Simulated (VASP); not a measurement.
A run of VASP 6.6.1 is set up as follows.

Contents of INCAR:

```
SYSTEM = PbS
PREC = Accurate
ENCUT = 520
EDIFF = 1E-6
ISMEAR = 0
SIGMA = 0.03
LREAL = .False.
LASPH = .True.
NELM = 80
ALGO = Normal
ISIF = 2
LWAVE = .False.
LCHARG = .False.
GGA = PE
IVDW = 12
NBANDS = 17
```

File KPOINTS:

```
regular mesh
0
Gamma
  10 10 10
  0 0 0
```

File POSCAR:

```
PbS
1.0
    0.0000000000      2.9650000000      3.1132500000
    2.9650000000      0.0000000000      3.1132500000
    2.9650000000      2.9650000000      0.0000000000
Pb S
1 1
Direct
    0.0000000000      0.0000000000      0.0000000000
    0.5000000000      0.5000000000      0.5000000000
```

Potentials or basis: VASP PAW PBE potentials, release 64 (Pb_d, S).

Command:

```console
$ cat potpaw_PBE.64/Pb_d/POTCAR potpaw_PBE.64/S/POTCAR > POTCAR
$ mpirun -np 1 vasp_std > vasp.out
```

Problem. Predict the band gap on the k mesh.

Solution. 0.48 eV, direct.

Problem. Predict the dispersion energy per atom.

Solution. -0.331 eV.

Problem. Estimate the pressure.

Solution. -2.2 GPa.

Stress tensor (GPa, compression positive):
```
-0.62  0.00  0.00
 0.00 -0.62  0.00
 0.00  0.00 -5.22
```

Caveat: the cell differs from its parent crystal (strain +0.000 along x and y, +0.050 along z); spin-orbit coupling is left out, which moves the levels of the heavy elements. A k mesh can miss the band edges.
